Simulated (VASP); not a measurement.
# Rh (P6_3/mmc) in VASP: notebook, part 2 of 2

VASP 6.6.1.

## 3. Single point, r2SCAN, collinear spin, ferromagnetic start (13.19 Å³/atom)

This run uses another cell than the first one, of 13.19 Å³/atom.

POSCAR

```
Rh
1.0
    2.6522367773      0.0000000000      0.0000000000
   -1.3261183886      2.2969044260      0.0000000000
    0.0000000000      0.0000000000      8.6618883298
Rh
4
Direct
    0.0000000000      1.0000000000      0.0000000000
    0.0000000000      1.0000000000      0.5000000000
    0.3333333333      0.6666666667      0.2500000000
    0.6666666667      0.3333333333      0.7500000000
```

INCAR.step1

```
PREC = Accurate ; ENCUT = 520
ISMEAR = -1 ; SIGMA = 0.05
LREAL = F ; LASPH = T
NELM = 150 ; ISPIN = 2
MAGMOM = 1 1 1 1 ; LMAXMIX = 4
NBANDS = 42 ; GGA = PE
ALGO = Normal ; EDIFF = 1E-4
LWAVE = T ; LCHARG = F
```

INCAR.step2

```
PREC = Accurate ; ENCUT = 520
EDIFF = 1E-7 ; ISMEAR = -1
SIGMA = 0.05 ; LREAL = F
LASPH = T ; NELM = 150
ALGO = Normal ; ISIF = 2
LWAVE = F ; LCHARG = F
ISPIN = 2 ; MAGMOM = 1 1 1 1
LORBIT = 11 ; LMAXMIX = 4
METAGGA = R2SCAN ; LMIXTAU = T
NBANDS = 42 ; ISTART = 1
```

KPOINTS

```
regular mesh
0
Gamma
  15 15 4
```

Potentials or basis: VASP PAW PBE potentials, release 64 (Rh_pv).

The run is started by

```bash
> cat potpaw_PBE.64/Rh_pv/POTCAR > POTCAR
> cp INCAR.step1 INCAR
> mpirun -np 1 vasp_std > vasp.out
> cp INCAR.step2 INCAR
> mpirun -np 1 vasp_std > vasp.out
```

OUTCAR:

```text
PREC = Accurate
   ENCUT = 520
   EDIFF = 1E-7
   ISMEAR = -1
   LREAL = F
   LASPH = T
   NELM = 150
   ISIF = 2
   ISPIN = 2
   LORBIT = 11
   METAGGA = R2SCAN
   ISTART = 1

 ion  position               nearest neighbor table
   1  0.000  0.000  0.000-   3 2.65   4 2.65   3 2.65   4 2.65   4 2.65   3 2.65
   2  0.000  0.000  0.500-   3 2.65   4 2.65   3 2.65   4 2.65   4 2.65   3 2.65
   3  0.333  0.667  0.250-   1 2.65   2 2.65   1 2.65   2 2.65   1 2.65   2 2.65
   4  0.667  0.333  0.750-   1 2.65   2 2.65   1 2.65   2 2.65   1 2.65   2 2.65

  LATTYP: Found a hexagonal cell.
 ALAT       =     2.6522367773
 C/A-ratio  =     3.2658804840

  Lattice vectors:

 A1 = (   2.6522367773,   0.0000000000,   0.0000000000)
 A2 = (  -1.3261183886,   2.2969044260,   0.0000000000)
 A3 = (   0.0000000000,   0.0000000000,   8.6618883298)

Analysis of symmetry for initial positions (statically):
=====================================================================
 Subroutine PRICEL returns:
 Original cell was already a primitive cell.

 Routine SETGRP: Setting up the symmetry group for a
 hexagonal supercell.

 Subroutine GETGRP returns: Found 24 space group operations
 (whereof 12 operations were pure point group operations)
 out of a pool of 24 trial point group operations.

The static configuration has the point symmetry D_3d.
 The point group associated with its full space group is D_6h.

Analysis of symmetry for dynamics (positions and initial velocities):
=====================================================================
 Subroutine PRICEL returns:
 Original cell was already a primitive cell.

 Routine SETGRP: Setting up the symmetry group for a
 hexagonal supercell.

 Subroutine GETGRP returns: Found 24 space group operations
 (whereof 12 operations were pure point group operations)
 out of a pool of 24 trial point group operations.

The dynamic configuration has the point symmetry D_3d.
[... 168 lines left out ...]

 E-fermi :  12.5373     XC(G=0): -15.5178

 val. band max:       12.5298831007   @ k =   0.3333   0.2000   0.5000
 cond. band min:      12.5396144681   @ k =   0.3333   0.0000   0.0000
 fundamental gap:      0.0097313674
 Fermi energy:        12.5372773552

 spin component 1

 k-point     1 :       0.0000    0.0000    0.0000
  band No.  band energies     occupation
      1     -36.2457      1.00000
      2     -35.8093      1.00000
      3     -35.7942      1.00000
      4     -35.4710      1.00000
      5     -35.4710      1.00000
      6     -35.4230      1.00000
[... 1069 lines left out ...]
     41      26.5783      0.00000
     42      26.5941      0.00000

 [... further k-points ...]

 spin component 2

 k-point     1 :       0.0000    0.0000    0.0000
  band No.  band energies     occupation
      1     -36.2457      1.00000
      2     -35.8093      1.00000
      3     -35.7942      1.00000
      4     -35.4710      1.00000
      5     -35.4710      1.00000
      6     -35.4230      1.00000
[... 1069 lines left out ...]
     41      26.5776      0.00000
     42      26.5848      0.00000

 [... further k-points ...]

------------------------ aborting loop because EDIFF is reached ----------------------------------------

  FORCE on cell =-STRESS in cart. coord.  units (eV):
  Direction    XX          YY          ZZ          XY          YZ          ZX
  --------------------------------------------------------------------------------------
  -------------------------------------------------------------------------------------
  Total        4.6351679      4.6351679      4.7018958      0.0000000      0.0000000      0.0000000
  in kB      140.7369902    140.7369902    142.7630390      0.0000000      0.0000000      0.0000000
  external PRESSURE =     141.4123398 kB  Pullay stress =       0.0000000 kB

 VOLUME and BASIS-vectors are now :
 -----------------------------------------------------------------------------
  energy-cutoff  :      520.00
  volume of cell :       52.77
      direct lattice vectors                 reciprocal lattice vectors
     2.652236777  0.000000000  0.000000000     0.377040243  0.217684286  0.000000000
    -1.326118389  2.296904426  0.000000000     0.000000000  0.435368572  0.000000000
     0.000000000  0.000000000  8.661888330     0.000000000  0.000000000  0.115448267

 POSITION                                       TOTAL-FORCE (eV/Angst)
 -----------------------------------------------------------------------------------
      0.00000      0.00000      0.00000        -0.000000      0.000000     -0.000000
      0.00000      0.00000      4.33094        -0.000000      0.000000     -0.000000
     -0.00000      1.53127      2.16547         0.000000      0.000000      0.000000
      1.32612      0.76563      6.49642        -0.000000      0.000000     -0.000000
 -----------------------------------------------------------------------------------
    total drift:                                0.000000     -0.000000      0.000000

  FREE ENERGIE OF THE ION-ELECTRON SYSTEM (eV)
  ---------------------------------------------------
  free  energy   TOTEN  =       -96.3826767510 eV

  energy  without entropy=      -96.3477191322  energy(sigma->0) =      -96.36519794

 total charge

# of ion       s       p       d       tot
------------------------------------------
    1        0.442   6.325   7.130  13.897
    2        0.442   6.325   7.130  13.897
    3        0.443   6.328   7.129  13.900
    4        0.443   6.328   7.129  13.900
--------------------------------------------------
tot          1.770  25.306  28.518  55.594

 magnetization (x)

# of ion       s       p       d       tot
------------------------------------------
    1       -0.000  -0.000  -0.000  -0.000
    2       -0.000  -0.000  -0.000  -0.000
    3       -0.000  -0.000  -0.000  -0.000
    4       -0.000  -0.000  -0.000  -0.000
--------------------------------------------------
tot         -0.000  -0.000  -0.000  -0.000
```

OUTCAR.step1:

```text
PREC = Accurate
   ENCUT = 520
   ISMEAR = -1
   LREAL = F
   LASPH = T
[... 2414 lines left out ...]
      0.00000      0.00000      0.00000        -0.000000     -0.000000     -0.000000
      0.00000      0.00000      4.33094        -0.000000     -0.000000     -0.000000
     -0.00000      1.53127      2.16547        -0.000000      0.000000      0.000000
      1.32612      0.76563      6.49642         0.000000     -0.000000     -0.000000
 -----------------------------------------------------------------------------------
    total drift:                                0.000000     -0.000000      0.000000

  FREE ENERGIE OF THE ION-ELECTRON SYSTEM (eV)
  ---------------------------------------------------
  free  energy   TOTEN  =       -28.7821913604 eV

  energy  without entropy=      -28.7443805616  energy(sigma->0) =      -28.76328596
```

OSZICAR.step1:

```text
N       E                     dE             d eps       ncg     rms          rms(c)
DAV:   1     0.779819213672E+03    0.77982E+03   -0.35640E+04 13800   0.167E+03
DAV:   2    -0.437338640421E+01   -0.78419E+03   -0.75604E+03 13748   0.534E+02
DAV:   3    -0.300922106854E+02   -0.25719E+02   -0.25175E+02 15554   0.108E+02
DAV:   4    -0.303267521954E+02   -0.23454E+00   -0.23438E+00 15332   0.103E+01
DAV:   5    -0.303307910858E+02   -0.40389E-02   -0.40386E-02 15558   0.137E+00    0.238E+01
DAV:   6    -0.286394310834E+02    0.16914E+01   -0.45765E+00 15084   0.160E+01    0.882E+00
DAV:   7    -0.287420305145E+02   -0.10260E+00   -0.27982E-01 15240   0.459E+00    0.407E+00
DAV:   8    -0.288141998136E+02   -0.72169E-01   -0.37525E-01 14976   0.662E+00    0.280E+00
DAV:   9    -0.287911701363E+02    0.23030E-01   -0.36121E-01 14804   0.596E+00    0.143E+00
DAV:  10    -0.287819461238E+02    0.92240E-02   -0.48778E-02 14904   0.233E+00    0.190E-01
DAV:  11    -0.287821795909E+02   -0.23347E-03   -0.17851E-03 15170   0.305E-01    0.607E-02
DAV:  12    -0.287821913604E+02   -0.11769E-04   -0.66348E-05  7816   0.553E-02
   1 F= -.28782191E+02 E0= -.28763286E+02  d E =-.378108E-01  mag=     0.0012
```

Wall time 29 min (1 thread of Oxide Virtual Turin-like, shared host); peak memory 0.33 GiB.

What came out:

| Property | Result |
| --- | --- |
| Free energy | -96.3827 eV |
| Pressure | 14.1 GPa |
| Band gap on the k mesh | zero (filled and empty bands overlap) |
| Net moment | 0.00 μB per cell |
| Valence electrons inside the program's atomic spheres | Rh 13.90 |

Caveat: the cell stands under pressure; the PAW data sets were made with another functional, which shifts forces and pressure a little.
